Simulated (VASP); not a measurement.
# Ir (Fm-3m) in VASP: relaxation of cell and atoms with r2SCAN

Aim: the relaxation of cell and atoms of Ir with r2SCAN.

Program: VASP 6.6.1. These are calculated values, not measurements. Logs are shortened: lines on timing, memory, paths and dates and some standing lists are left out, and cuts for length are marked.

**1. The cell of the first run**

Symmetry: Fm-3m, No. 225, cubic system. The conventional cell has a = 3.791 Å, b = 3.791 Å, c = 3.791 Å, α = 90.00°, β = 90.00°, γ = 90.00°. Within 3.5 Å of Ir (site symmetry m-3m) lie 12 Ir at 2.68 Å.

**2. Relaxation of cell and atoms, r2SCAN**

File POSCAR:

```
Ir
1.0
    0.0000000000      1.8955305200      1.8955305200
    1.8955305200      0.0000000000      1.8955305200
    1.8955305200      1.8955305200      0.0000000000
Ir
1
Direct
    0.0000000000      0.0000000000      0.0000000000
```

File INCAR.step1:

```
SYSTEM = Ir
PREC = Accurate
ENCUT = 600
ISMEAR = -1
SIGMA = 0.1
LREAL = .False.
LASPH = .True.
NELM = 100
ISYM = 0
GGA = PE
ALGO = Normal
EDIFF = 1E-4
LWAVE = .True.
LCHARG = .False.
```

File INCAR.step2:

```
SYSTEM = Ir
PREC = Accurate
ENCUT = 600
EDIFF = 1E-7
ISMEAR = -1
SIGMA = 0.1
LREAL = .False.
LASPH = .True.
NELM = 100
ALGO = Normal
ISIF = 3
LWAVE = .False.
LCHARG = .False.
METAGGA = R2SCAN
LMIXTAU = .True.
IBRION = 2
NSW = 60
EDIFFG = -0.01
ISYM = 0
ISTART = 1
```

File KPOINTS:

```
Automatic mesh
0
Gamma
  8 8 8
  0.5 0.5 0.5
```

Potentials or basis: VASP PAW PBE potentials, release 64 (Ir).

Started as:

```
$ cat potpaw_PBE.64/Ir/POTCAR > POTCAR
$ cp INCAR.step1 INCAR
$ mpirun -np 1 vasp_std > vasp.out
$ cp INCAR.step2 INCAR
$ mpirun -np 1 vasp_std > vasp.out
```

OUTCAR:

```text
SYSTEM = Ir
   PREC = Accurate
   ENCUT = 600
   EDIFF = 1E-7
   ISMEAR = -1
   LREAL = .False.
   LASPH = .True.
   NELM = 100
   ISIF = 3
   METAGGA = R2SCAN
   IBRION = 2
   NSW = 60
   EDIFFG = -0.01
   ISYM = 0
   ISTART = 1

 ion  position               nearest neighbor table
   1  0.000  0.000  0.000-

IMPORTANT INFORMATION: All symmetrisations will be switched off!
NOSYMM: (Re-)initialisation of all symmetry stuff for point group C_1.

----------------------------------------------------------------------------------------

                                     Primitive cell

  volume of cell :      13.6214

  direct lattice vectors                    reciprocal lattice vectors
     0.000000000  1.895530520  1.895530520    -0.263778396  0.263778396  0.263778396
     1.895530520  0.000000000  1.895530520     0.263778396 -0.263778396  0.263778396
     1.895530520  1.895530520  0.000000000     0.263778396  0.263778396 -0.263778396

  length of vectors
     2.680684969  2.680684969  2.680684969     0.456877584  0.456877584  0.456877584

  position of ions in fractional coordinates (direct lattice)
     0.000000000  0.000000000  0.000000000

  ion indices of the primitive-cell ions
   primitive index   ion index
                 1           1

----------------------------------------------------------------------------------------

 KPOINTS: Automatic mesh

Automatic generation of k-mesh.
 Grid dimensions read from file:
 generate k-points for:    8    8    8

 Generating k-lattice:

  Cartesian coordinates                     Fractional coordinates (reciprocal lattice)
    -0.032972299  0.032972299  0.032972299     0.125000000  0.000000000  0.000000000
     0.032972299 -0.032972299  0.032972299     0.000000000  0.125000000  0.000000000
     0.032972299  0.032972299 -0.032972299     0.000000000  0.000000000  0.125000000

  Length of vectors
     0.057109698  0.057109698  0.057109698

  Shift w.r.t. Gamma in fractional coordinates (k-lattice)
     0.500000000  0.500000000  0.500000000

 Subroutine IBZKPT returns following result:
 ===========================================

 Found   1024 irreducible k-points:

 Following reciprocal coordinates:
            Coordinates               Weight
  0.062500  0.062500  0.062500      2.000000
  0.062500  0.000000  0.000000      2.000000
  0.000000  0.000000 -0.062500      2.000000
  0.000000  0.062500  0.000000      2.000000
  0.187500  0.062500  0.062500      2.000000
  0.062500  0.187500  0.062500      2.000000
[... 16 lines left out ...]
  0.000000  0.250000 -0.062500      2.000000
  0.250000  0.000000 -0.062500      2.000000
 [... further k-points ...]
   k-points           NKPTS =   1024   k-points in BZ     NKDIM =   1024   number of bands    NBANDS=      8
[... 21 lines left out ...]
   IBRION =      2    ionic relax: 0-MD 1-quasi-New 2-CG
   NFREE  =      1    steps in history (QN), initial steepest desc. (CG)
   ISIF   =      3    stress and relaxation
   ISYM   =      0    0-nonsym 1-usesym 2-fastsym
   POTIM  = 0.5000    time-step for ionic-motion
   TEBEG  =    0.0;   TEEND  =   0.0 temperature during run
   PSTRESS=    0.0 pullay stress
   NELECT =       9.0000    total number of electrons
   NUPDOWN=      -1.0000    fix difference up-down
   EMIN   =  10.00;   EMAX   =-10.00  energy-range for DOS
   EFERMI =   0.00;   METHOD = LEGACY
   ISMEAR =    -1;   SIGMA  =   0.10  broadening in eV -4-tet -1-fermi 0-gaus
   EFERMI_NEDOS =   21; number of points for ismear=-14 and -15
   IALGO  =     38    algorithm
   IMIX   =      4    mixing-type and parameters
     AMIX     =   0.40;   BMIX     =  1.00
     AMIX_MAG =   1.60;   BMIX_MAG =  1.00
  volume/ion in A,a.u.               =      13.62        91.92
  Fermi-wavevector in a.u.,A,eV,Ry     =   1.425875  2.694514 27.662283  2.033120
  Thomas-Fermi vector in A             =   2.546213
   LORBIT       =      0    0 simple, 1 ext, 2 COOP (PROOUT), +10 PAW based schemes
   METAGGA = R2SCAN    functional components
   LHFCALC =     F    Hartree Fock is set to
   AEXX    =    0.0000 exact exchange contribution
   IVDW    =     0    specifies the selected vdW correction
   LEPSILON=     F    determine dielectric tensor
   LRPA    =     F    only Hartree local field effects (RPA)
 conjugate gradient relaxation of ions
 non-spin polarized calculation
  energy-cutoff  :      600.00
  volume of cell :       13.62
 maximum number of plane-waves:       467
 NGX is ok and might be reduce to    24
   NGX = 11   NGY = 11   NGZ = 11

--------------------------------------- Ionic step        1  -------------------------------------------

 number of electron       9.0000000 magnetization

 Free energy of the ion-electron system (eV)
  ---------------------------------------------------
  ext. energy  EPLUGINS =         0.00000000
  ---------------------------------------------------
  free energy    TOTEN  =       -52.32956661 eV

  energy without entropy =      -52.29316432  energy(sigma->0) =      -52.31136546

 E-fermi :  10.8550     XC(G=0): -15.5889

 val. band max:       10.8273826295   @ k =  -0.3750   0.3125   0.3750
 cond. band min:      10.8622062820   @ k =   0.0625   0.0625  -0.3125
 fundamental gap:      0.0348236525
 Fermi energy:        10.8549523064

 k-point     1 :       0.0625    0.0625    0.0625
  band No.  band energies     occupation
      1      -0.9149      2.00000
      2       6.5117      2.00000
      3       6.6990      2.00000
      4       6.6990      2.00000
      5       9.4495      2.00000
      6       9.4495      2.00000
      7      26.1920      0.00000
      8      31.0374      0.00000
[... 351 lines left out ...]
  FREE ENERGIE OF THE ION-ELECTRON SYSTEM (eV)
  ---------------------------------------------------
  free  energy   TOTEN  =       -52.3732788789 eV

  energy  without entropy=      -52.3349483486  energy(sigma->0) =      -52.35411361

[... ionic steps 4 to 12 ...]

--------------------------------------- Ionic step       13  -------------------------------------------

 number of electron       9.0000000 magnetization

------------------------ aborting loop because EDIFF is reached ----------------------------------------
[... 65 lines left out ...]
--------------------------------------- Ionic step       15  -------------------------------------------

 number of electron       9.0000000 magnetization

 Free energy of the ion-electron system (eV)
  ---------------------------------------------------
  ext. energy  EPLUGINS =         0.00000000
  ---------------------------------------------------
  free energy    TOTEN  =       -52.37370733 eV

  energy without entropy =      -52.33556626  energy(sigma->0) =      -52.35463679

 E-fermi :   9.9728     XC(G=0): -15.2434

 val. band max:        9.9519816271   @ k =   0.2500  -0.3750   0.3125
 cond. band min:       9.9847012594   @ k =  -0.3125   0.0625   0.0625
 fundamental gap:      0.0327196323
 Fermi energy:         9.9727779299

 k-point     1 :       0.0625    0.0625    0.0625
  band No.  band energies     occupation
      1      -1.2462      2.00000
      2       5.9541      2.00000
      3       6.1271      2.00000
      4       6.1271      2.00000
      5       8.6615      2.00000
      6       8.6615      2.00000
      7      25.4013      0.00000
      8      29.9832      0.00000
[... 281 lines left out ...]
  FREE ENERGIE OF THE ION-ELECTRON SYSTEM (eV)
  ---------------------------------------------------
  free  energy   TOTEN  =       -52.3737073281 eV

  energy  without entropy=      -52.3355662614  energy(sigma->0) =      -52.35463679

 reached required accuracy - stopping structural energy minimisation
```

OUTCAR.step1:

```text
SYSTEM = Ir
   PREC = Accurate
   ENCUT = 600
   ISMEAR = -1
   LREAL = .False.
   LASPH = .True.
[... 444 lines left out ...]
 -----------------------------------------------------------------------------------
      0.00000      0.00000      0.00000        -0.000001     -0.000001      0.000000
 -----------------------------------------------------------------------------------
    total drift:                               -0.000001     -0.000001      0.000000

  FREE ENERGIE OF THE ION-ELECTRON SYSTEM (eV)
  ---------------------------------------------------
  free  energy   TOTEN  =        -8.7867775531 eV

  energy  without entropy=       -8.7494865859  energy(sigma->0) =       -8.76813207
```

It took 51 min on 1 thread of Intel Xeon 8259CL, shared host; peak memory 0.3 GiB.

Results:

| Property | Result |
| --- | --- |
| Free energy | -52.3737 eV |
| Relaxed volume | 14.32 Å³/atom |
| Relaxed cell | a = 2.726 Å, b = 2.726 Å, c = 2.726 Å, α = 60.00°, β = 60.00°, γ = 60.00° |
| Space group after relaxing (to 0.1 Å) | Fm-3m (No. 225) |
| Pressure after relaxing | 0.1 GPa |
| Band gap on the k mesh | zero (an odd number of electrons rules out a gap without spin polarisation) |

Final structure:
```xyz
1
Lattice="0.0000 1.9272 1.9272 1.9272 0.0000 1.9272 1.9272 1.9272 0.0000" Properties=species:S:1:pos:R:3 pbc="T T T"
Ir    0.0000    1.9272    1.9272
```

Caveat: the PAW data sets were made with another functional, which shifts forces and pressure a little; spin-orbit coupling is left out, which moves the levels of the heavy elements. Zero-point motion and thermal expansion aren't in these numbers.
